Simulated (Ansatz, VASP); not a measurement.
## Two plane-wave programs on Ti3Pb2O2

```
CELL_PARAMETERS angstrom
5.13261 0.00000 0.00000
-2.56631 4.44497 0.00000
0.00000 0.00000 5.60404
ATOMIC_POSITIONS crystal
Ti 0.33333 0.66667 0.50000
Ti 0.66667 0.33333 0.50000
Ti 0.00000 0.00000 0.00000
Pb 0.33333 0.66667 0.00000
Pb 0.66667 0.33333 0.00000
O 0.00000 0.00000 0.65184
O 0.00000 0.00000 0.34816
```

Alike in both runs: task relaxation of cell and atoms; functional PBE; k mesh 4 × 4 × 3; occupations gaussian, width 0.2 eV; collinear spin.

```csv
,VASP,Ansatz
version,VASP 6.6.1,Ansatz 0.2.0
potentials or method,"VASP PAW PBE potentials, release 64 (Ti_sv, Pb_d, O), cutoff 600 eV","scalar-relativistic, plane waves, PAW"
valence electrons in the cell,76,76
```

Ansatz gave:

```
gap on the k mesh at the Fermi level, each at its own relaxed structure (eV) : none
net moment per atom (μB)                                                     : 0.71
size of the moment on the site where the two differ most (μB)                : 1.84
relaxed volume (Å³/atom)                                                     : 20.86
relaxed cell length with the largest relative difference (Å)                 : 5.267
```

Question: What did VASP give for the same quantities?

Answer: gap on the k mesh at the Fermi level, each at its own relaxed structure (eV): none; net moment per atom (μB): 0.72; size of the moment on the site where the two differ most (μB): 1.69; relaxed volume (Å³/atom): 21.10; relaxed cell length with the largest relative difference (Å): 5.288.

Site moments also hang on the region over which each program counts them. A gap of «none» marks a metal or a gap that the smearing closes. Ansatz's warnings: seeded moment not kept.

The k mesh is coarse, so the values compare programs but aren't converged. Neither program's run includes spin-orbit coupling. Noted on VASP's run: the volume moved by over 15 % at a fixed basis, so the end points are rough.
